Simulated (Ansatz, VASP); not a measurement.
# FeO in VASP and in Ansatz

```
Fe O
1.0
     0.00000    2.15540    2.15540
     2.15540    0.00000    2.15540
     2.15540    2.15540    0.00000
Fe O
1 1
Direct
  0.00000 0.00000 0.00000
  0.50000 0.50000 0.50000
```

Alike in both runs: task single point; functional PBE; k mesh 11 × 11 × 11; occupations fermi-dirac, width 0.05 eV; no spin polarisation.

|  | VASP | Ansatz |
| --- | --- | --- |
| version | VASP 6.6.1 | Ansatz 0.2.0 |
| potentials or method | VASP PAW PBE potentials, release 64 (Fe_sv, O) | Ansatz PAW |
| plane-wave cutoff (eV) | 600 | 420 |
| valence electrons in the cell | 22 | 22 |

VASP gave:

* gap on the k mesh at the Fermi level (eV): none
* pressure (GPa): -27.9

Problem. Which values does Ansatz return?

Solution. gap on the k mesh at the Fermi level (eV): none; pressure (GPa): -25.7.

A gap of «none» marks a metal or a gap that the smearing closes. With one functional, cell and mesh, what is left measures potentials, basis and numerics.
